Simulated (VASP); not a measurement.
Al3Au, 4 atoms in the cell. It takes space group I4/mmm (No. 139, tetragonal). Conventional cell: a = 4.051 Å, b = 4.051 Å, c = 8.113 Å, α = 90.00°, β = 90.00°, γ = 90.00°. Au (site symmetry 4/mmm) has 12 Al at 2.86 to 2.87 Å within 3.8 Å. Within 3.8 Å of Al (site symmetry 4/mmm) lie 4 Au at 2.86 Å and 8 Al at 2.87 Å. Al (site symmetry -4m2) has 8 Al at 2.86 to 2.87 Å and 4 Au at 2.87 Å within 3.8 Å. 

| Item | Value |
| --- | --- |
| Program | VASP 6.6.1 |
| Task | single point |
| Functional | PBE |
| Potentials or basis | VASP PAW PBE potentials, release 64 (Au, Al) |
| Cutoff | 520 eV |
| k mesh | 8 × 8 × 8 |
| Occupations | fermi-dirac, width 0.05 eV |
| Spin | no spin polarisation |
| Dipole correction | no |
| Further INCAR settings | ALGO = Normal; EDIFF = 1e-06; NBANDS = 18 |

Potentials or basis: VASP PAW PBE potentials, release 64 (Au, Al).

Launch:

```sh
$ cat potpaw_PBE.64/Au/POTCAR potpaw_PBE.64/Al/POTCAR > POTCAR
$ mpirun -np 1 vasp_std > vasp.out
```

Hardware: 1 thread of AMD EPYC 7R43 64-Core Processor (Zen 3), on a shared host.

**Question.** Estimate the wall time of this run.

**Answer.** Wall time 2.6 min on 1 thread of AMD EPYC 7R43 64-Core Processor (Zen 3), on a shared host, peak memory 0.22 GiB. Counts: scf iterations 12, k points 59.
